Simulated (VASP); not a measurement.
# H (P6_3/mmc) in VASP: electric field gradients with PBEsol

Aim: the electric field gradients of H with PBEsol.

Everything below comes from runs of VASP 6.6.1. Logs are shortened: lines on timing, memory, paths and dates and some standing lists are left out, and cuts for length are marked.

**1. The cell of the first run**

Symmetry: P6_3/mmc, No. 194, hexagonal system. Conventional cell: a = 5.136 Å, b = 5.136 Å, c = 3.824 Å, α = 90.00°, β = 90.00°, γ = 120.00°. Within 4.6 Å of H (site symmetry -6m2) lie 8 H at 3.53 to 3.82 Å.

**2. Electric field gradients, PBEsol, collinear spin (43.67 Å³/atom)**

File INCAR:

```
SYSTEM = H
PREC     = Accurate       ! precision mode
ENCUT    = 520            ! plane-wave cutoff, eV
EDIFF    = 1E-8           ! SCF threshold, eV
ISMEAR   = -1             ! smearing method
SIGMA    = 0.02           ! smearing width, eV
LREAL    = .False.        ! projectors in reciprocal space
LASPH    = .True.         ! aspherical terms in the spheres
NELM     = 150            ! most SCF steps
ALGO     = Normal         ! electronic algorithm
ISIF     = 2              ! what is computed and relaxed
LWAVE    = .False.        ! write WAVECAR
LCHARG   = .False.        ! write CHGCAR
ISPIN    = 2              ! spin polarisation
MAGMOM   = 1 1            ! initial moments
LORBIT   = 11             ! projections on sites
GGA      = PS             ! functional
LEFG     = .True.       
NBANDS   = 12             ! bands
```

File KPOINTS:

```
Automatic mesh
0
Gamma
  6 6 6
  0 0 0
```

File POSCAR:

```
H
1.0
    5.1355463286      0.0000000000      0.0000000000
   -2.5677731643      4.4475135828      0.0000000000
    0.0000000000      0.0000000000      3.8236884833
H
2
Direct
    0.3333333333      0.6666666667      0.2500000000
    0.6666666667      0.3333333333      0.7500000000
```

Potentials or basis: VASP PAW PBE potentials, release 64 (H).

Command:

```
$ cat potpaw_PBE.64/H/POTCAR > POTCAR
$ mpirun -np 1 vasp_std > vasp.out
```

OUTCAR:

```text
SYSTEM = H
   PREC = Accurate
   ENCUT = 520
   EDIFF = 1E-8
   ISMEAR = -1
   LREAL = .False.
   LASPH = .True.
   NELM = 150
   ISIF = 2
   ISPIN = 2
   LORBIT = 11
   GGA = PS

 ion  position               nearest neighbor table
   1  0.333  0.667  0.250-
   2  0.667  0.333  0.750-

  LATTYP: Found a hexagonal cell.
 ALAT       =     5.1355463286
 C/A-ratio  =     0.7445534007

  Lattice vectors:

 A1 = (   5.1355463286,   0.0000000000,   0.0000000000)
 A2 = (  -2.5677731643,   4.4475135828,   0.0000000000)
 A3 = (   0.0000000000,   0.0000000000,   3.8236884833)

Analysis of symmetry for initial positions (statically):
=====================================================================
 Subroutine PRICEL returns:
 Original cell was already a primitive cell.

 Routine SETGRP: Setting up the symmetry group for a
 hexagonal supercell.

 Subroutine GETGRP returns: Found 24 space group operations
 (whereof 12 operations were pure point group operations)
 out of a pool of 24 trial point group operations.

The static configuration has the point symmetry D_3d.
 The point group associated with its full space group is D_6h.

Analysis of symmetry for dynamics (positions and initial velocities):
=====================================================================
 Subroutine PRICEL returns:
 Original cell was already a primitive cell.

 Routine SETGRP: Setting up the symmetry group for a
 hexagonal supercell.

 Subroutine GETGRP returns: Found 24 space group operations
 (whereof 12 operations were pure point group operations)
 out of a pool of 24 trial point group operations.

The dynamic configuration has the point symmetry D_3d.
 The point group associated with its full space group is D_6h.

Analysis of structural, dynamic, and magnetic symmetry:
=====================================================================
 Subroutine PRICEL returns:
 Original cell was already a primitive cell.

 Routine SETGRP: Setting up the symmetry group for a
 hexagonal supercell.

 Subroutine GETGRP returns: Found 24 space group operations
 (whereof 12 operations were pure point group operations)
 out of a pool of 24 trial point group operations.

The overall configuration has the point symmetry D_3d.
 The point group associated with its full space group is D_6h.

 Subroutine INISYM returns: Found 24 space group operations
 (whereof 12 operations are pure point group operations),
 and found     1 'primitive' translations

----------------------------------------------------------------------------------------

                                     Primitive cell

  volume of cell :      87.3346

  direct lattice vectors                    reciprocal lattice vectors
     5.135546329  0.000000000  0.000000000     0.194721250  0.112422366  0.000000000
    -2.567773164  4.447513583  0.000000000     0.000000000  0.224844732  0.000000000
     0.000000000  0.000000000  3.823688483     0.000000000  0.000000000  0.261527581

  length of vectors
     5.135546329  5.135546329  3.823688483     0.224844732  0.224844732  0.261527581

  position of ions in fractional coordinates (direct lattice)
     0.333333333  0.666666667  0.250000000
     0.666666667  0.333333333  0.750000000

  ion indices of the primitive-cell ions
   primitive index   ion index
                 1           1
                 2           2

----------------------------------------------------------------------------------------

 KPOINTS: Automatic mesh

Automatic generation of k-mesh.
 Grid dimensions read from file:
 generate k-points for:    6    6    6

 Generating k-lattice:

  Cartesian coordinates                     Fractional coordinates (reciprocal lattice)
     0.032453542  0.018737061  0.000000000     0.166666667 -0.000000000  0.000000000
     0.000000000  0.037474122  0.000000000     0.000000000  0.166666667  0.000000000
     0.000000000  0.000000000  0.043587930     0.000000000  0.000000000  0.166666667

  Length of vectors
     0.037474122  0.037474122  0.043587930

  Shift w.r.t. Gamma in fractional coordinates (k-lattice)
     0.000000000  0.000000000  0.000000000

 Subroutine IBZKPT returns following result:
 ===========================================

 Found     28 irreducible k-points:

 Following reciprocal coordinates:
            Coordinates               Weight
  0.000000  0.000000  0.000000      1.000000
[... 39 lines left out ...]
   LASPH  =      T    aspherical Exc in radial PAW
   ENCUT  =  520.0 eV  38.22 Ry    6.18 a.u.   9.55  9.55  7.11*2*pi/ulx,y,z
   NELM   =    150;   NELMIN=  2; NELMDL= -5     # of ELM steps
   EDIFF  = 0.1E-07   stopping-criterion for ELM
   LREAL  =      F    real-space projection
   EDIFFG = 0.1E-06   stopping-criterion for IOM
   NSW    =      0    number of steps for IOM
   IBRION =     -1    ionic relax: 0-MD 1-quasi-New 2-CG
   NFREE  =      0    steps in history (QN), initial steepest desc. (CG)
   ISIF   =      2    stress and relaxation
   ISYM   =      2    0-nonsym 1-usesym 2-fastsym
   POTIM  = 0.5000    time-step for ionic-motion
   TEBEG  =    0.0;   TEEND  =   0.0 temperature during run
   PSTRESS=    0.0 pullay stress
   NELECT =       2.0000    total number of electrons
   NUPDOWN=      -1.0000    fix difference up-down
   EMIN   =  10.00;   EMAX   =-10.00  energy-range for DOS
   EFERMI =   0.00;   METHOD = LEGACY
   ISMEAR =    -1;   SIGMA  =   0.02  broadening in eV -4-tet -1-fermi 0-gaus
   EFERMI_NEDOS =   21; number of points for ismear=-14 and -15
   IALGO  =     38    algorithm
   IMIX   =      4    mixing-type and parameters
     AMIX     =   0.40;   BMIX     =  1.00
     AMIX_MAG =   1.60;   BMIX_MAG =  1.00
  volume/ion in A,a.u.               =      43.67       294.68
  Fermi-wavevector in a.u.,A,eV,Ry     =   0.464896  0.878526  2.940607  0.216128
  Thomas-Fermi vector in A             =   1.453891
   LORBIT       =     11    0 simple, 1 ext, 2 COOP (PROOUT), +10 PAW based schemes
   GGA     = PS    functional components
   LHFCALC =     F    Hartree Fock is set to
   AEXX    =    0.0000 exact exchange contribution
   IVDW    =     0    specifies the selected vdW correction
   LEPSILON=     F    determine dielectric tensor
   LRPA    =     F    only Hartree local field effects (RPA)
 spin polarized calculation
  energy-cutoff  :      520.00
  volume of cell :       87.33
 maximum number of plane-waves:      2378
 NGX is ok and might be reduce to    40
   NGX = 19   NGY = 19   NGZ = 15

 number of electron       1.9999999 magnetization       1.9999999

 Free energy of the ion-electron system (eV)
  ---------------------------------------------------
  ext. energy  EPLUGINS =         0.00000000
  ---------------------------------------------------
  free energy    TOTEN  =        -1.87587587 eV

  energy without entropy =       -1.87587587  energy(sigma->0) =       -1.87587587

 E-fermi :  -5.7524     XC(G=0):   2.0880

 val. band max:       -6.1903665339   @ k =   0.0000   0.0000   0.0000
 cond. band min:       0.3497779454   @ k =   0.3333   0.3333   0.0000
 fundamental gap:      6.5401444793
 Fermi energy:        -5.7524079669

 spin component 1

 k-point     1 :       0.0000    0.0000    0.0000
  band No.  band energies     occupation
      1      -7.7029      1.00000
      2      -6.1904      1.00000
      3       2.0936      0.00000
      4       3.7217      0.00000
      5       3.7217      0.00000
      6       4.9296      0.00000
      7       4.9296      0.00000
      8       6.2626      0.00000
      9       7.1402      0.00000
     10       8.4625      0.00000
     11      11.1980      0.00000
     12      13.3217      0.00000
[... 333 lines left out ...]
      1      -6.6388      1.00000
      2      -6.6388      1.00000
      3       1.6182      0.00000
      4       1.6182      0.00000
      5       4.5949      0.00000
      6       4.5949      0.00000
      7       5.0662      0.00000
      8       5.0662      0.00000
      9       8.2376      0.00000
     10       8.2376      0.00000
     11      10.5055      0.00000
     12      10.5055      0.00000

 [... further k-points ...]

 spin component 2

 k-point     1 :       0.0000    0.0000    0.0000
  band No.  band energies     occupation
      1       5.1066      0.00000
      2      11.8240      0.00000
      3      11.8240      0.00000
      4      14.1922      0.00000
      5      15.0991      0.00000
      6      15.3303      0.00000
      7      15.5154      0.00000
      8      15.5154      0.00000
      9      18.4019      0.00000
     10      21.9883      0.00000
     11      21.9888      0.00000
     12      22.2643      0.00000
[... 333 lines left out ...]
      1       8.0221      0.00000
      2       8.0221      0.00000
      3      12.3483      0.00000
      4      12.3483      0.00000
      5      13.8664      0.00000
      6      13.8664      0.00000
      7      16.8247      0.00000
      8      16.8247      0.00000
      9      20.1745      0.00000
     10      20.1745      0.00000
     11      20.2895      0.00000
     12      20.2895      0.00000

 [... further k-points ...]

------------------------ aborting loop because EDIFF is reached ----------------------------------------

  FORCE on cell =-STRESS in cart. coord.  units (eV):
  Direction    XX          YY          ZZ          XY          YZ          ZX
  --------------------------------------------------------------------------------------
  -------------------------------------------------------------------------------------
  Total        0.0541667      0.0541667      0.0693478      0.0000000      0.0000000      0.0000000
  in kB        0.9937023      0.9937023      1.2722048      0.0000000      0.0000000      0.0000000
  external PRESSURE =       1.0865364 kB  Pullay stress =       0.0000000 kB

 VOLUME and BASIS-vectors are now :
 -----------------------------------------------------------------------------
  energy-cutoff  :      520.00
  volume of cell :       87.33
      direct lattice vectors                 reciprocal lattice vectors
     5.135546329  0.000000000  0.000000000     0.194721250  0.112422366  0.000000000
    -2.567773164  4.447513583  0.000000000     0.000000000  0.224844732  0.000000000
     0.000000000  0.000000000  3.823688483     0.000000000  0.000000000  0.261527581

 POSITION                                       TOTAL-FORCE (eV/Angst)
 -----------------------------------------------------------------------------------
     -0.00000      2.96501      0.95592        -0.000000      0.000000     -0.000000
      2.56777      1.48250      2.86777         0.000000     -0.000000      0.000000
 -----------------------------------------------------------------------------------
    total drift:                               -0.000000     -0.000000     -0.000000

  FREE ENERGIE OF THE ION-ELECTRON SYSTEM (eV)
  ---------------------------------------------------
  free  energy   TOTEN  =        -1.8758758683 eV

  energy  without entropy=       -1.8758758683  energy(sigma->0) =       -1.87587587

 Electric field gradients (V/A^2)
---------------------------------------------------------------------
 ion       V_xx      V_yy      V_zz      V_xy      V_xz      V_yz
---------------------------------------------------------------------
   1      -0.000     0.000     0.000     0.000     0.000     0.000
   2      -0.000     0.000     0.000     0.000    -0.000    -0.000
---------------------------------------------------------------------

 Electric field gradients after diagonalization (V/A^2)
 (convention: |V_zz| > |V_xx| > |V_yy|)
----------------------------------------------------------------------
 ion       V_xx      V_yy      V_zz     asymmetry (V_yy - V_xx)/ V_zz
----------------------------------------------------------------------
   1       0.000     0.000    -0.000       0.669
   2       0.000     0.000    -0.000       0.669
----------------------------------------------------------------------

           NMR quadrupolar parameters

 Cq : quadrupolar parameter    Cq=e*Q*V_zz/h
 eta: asymmetry parameters     (V_yy - V_xx)/ V_zz
 Q  : nuclear electric quadrupole moment in mb (millibarn)
----------------------------------------------------------------------
 ion       Cq(MHz)       eta       Q (mb)
----------------------------------------------------------------------
   1      -0.000       0.669       1.000
   2      -0.000       0.669       1.000
----------------------------------------------------------------------

 total charge

# of ion       s       p       d       tot
------------------------------------------
    1        0.374   0.000   0.000   0.374
    2        0.374   0.000   0.000   0.374
--------------------------------------------------
tot          0.747   0.000   0.000   0.747

 magnetization (x)

# of ion       s       p       d       tot
------------------------------------------
    1        0.374   0.000   0.000   0.374
    2        0.374   0.000   0.000   0.374
--------------------------------------------------
tot          0.747   0.000   0.000   0.747
```

Wall time 64 s (1 thread of Intel Xeon Platinum 8259CL at 2.50GHz (Skylake/Cascade Lake), shared host); peak memory 0.24 GiB.

Results:

* Free energy: -1.8759 eV
* Pressure: 0.1 GPa
* Band gap on the k mesh: 6.54 eV (least direct gap 7.28 eV)
* Net moment: 2.00 μB per cell
* Site moments: H +0.37 μB
* Largest electric field gradient by atom: under 0.05 V/Å² on every atom
* Valence electrons inside the program's atomic spheres: H 0.37

Levels at points of the mesh, in eV from the valence-band top:
Spin up:
```tsv
k point	band 1	band 2	band 3	band 4	band 5
(0.00, 0.00, 0.00)	-1.51	0.00	8.28	9.91	9.91
(0.50, 0.00, 0.00)	-1.00	-0.52	6.88	8.58	9.79
(0.00, 0.00, 0.50)	-0.51	-0.51	8.17	8.17	12.16
(0.50, 0.00, 0.50)	-0.43	-0.43	7.71	7.71	10.43
```
Spin down:
```tsv
k point	band 1	band 2	band 3
(0.00, 0.00, 0.00)	11.30	18.01	18.01
(0.50, 0.00, 0.00)	11.80	15.62	17.37
(0.00, 0.00, 0.50)	13.85	13.85	20.56
(0.50, 0.00, 0.50)	14.37	14.37	18.08
```

Caveat: the atoms stand far beyond bonding distance; the PAW data sets were made with another functional, which shifts forces and pressure a little.
